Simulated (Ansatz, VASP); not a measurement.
Al in VASP and in Ansatz

File INCAR:

```
SYSTEM = Al
PREC     = Accurate       ! precision mode
ENCUT    = 520            ! plane-wave cutoff, eV
EDIFF    = 1E-6           ! SCF threshold, eV
ISMEAR   = 0              ! smearing method
SIGMA    = 0.15           ! smearing width, eV
LREAL    = .FALSE.        ! projectors in reciprocal space
LASPH    = .TRUE.         ! aspherical terms in the spheres
NELM     = 100            ! most SCF steps
ALGO     = Fast           ! electronic algorithm
ISIF     = 2              ! what is computed and relaxed
LWAVE    = .FALSE.        ! write WAVECAR
LCHARG   = .FALSE.        ! write CHGCAR
GGA      = PS             ! functional
NBANDS   = 10             ! bands
```

File KPOINTS:

```
regular mesh
0
G
  18 18 10
  0 0 0
```

Contents of POSCAR:

```
Al
1.0
    2.9295000000      0.0000000000      0.0000000000
   -1.4647500000      2.5370214204      0.0000000000
    0.0000000000      0.0000000000      4.7125000000
Al
2
Direct
    0.6666666667      0.3333333333      0.7500000000
    0.3333333333      0.6666666667      0.2500000000
```

Input for Ansatz:

```yaml
crystal:
  lattice:
    - [2.9295, 0.0, 0.0]
    - [-1.46475, 2.5370214204, 0.0]
    - [0.0, 0.0, 4.7125]
  atoms:
    - { symbol: Al, position: [0.6666666667, 0.3333333333, 0.75] }
    - { symbol: Al, position: [0.3333333333, 0.6666666667, 0.25] }
basis:
  ecutwfc: 420
kpoints:
  mp_grid: { grid: [18, 18, 10] }
hamiltonian:
  xc: pbesol
  pseudopotentials: { kind: paw, azcp: { folder: soft_1 } }
scf:
  occupations: { method: gaussian, width: 0.15 }
output:
  forces: true
  stress: true
  eigenvalues: true
```

Alike in both runs: task single point; functional PBEsol; k mesh 18 × 18 × 10; occupations gaussian, width 0.15 eV; no spin polarisation.

```csv
,VASP,Ansatz
version,VASP 6.6.1,Ansatz 0.2.0
potentials or method,"VASP PAW PBE potentials, release 64 (Al), cutoff 520 eV","scalar-relativistic, plane waves, PAW"
valence electrons in the cell,6,6
```

Ansatz gave:

- gap on the k mesh at the Fermi level (eV): none
- pressure (GPa): -4.8
- traceless stress, the component that is largest in VASP (GPa): 0.64

What did VASP give for the same quantities?

gap on the k mesh at the Fermi level (eV): none; pressure (GPa): -4.7; traceless stress, the component that is largest in VASP (GPa): 0.65.

VASP's potentials were made for PBE, not for PBEsol, and Ansatz warns of the same on its side. A gap of «none» marks a metal or a gap that the smearing closes.
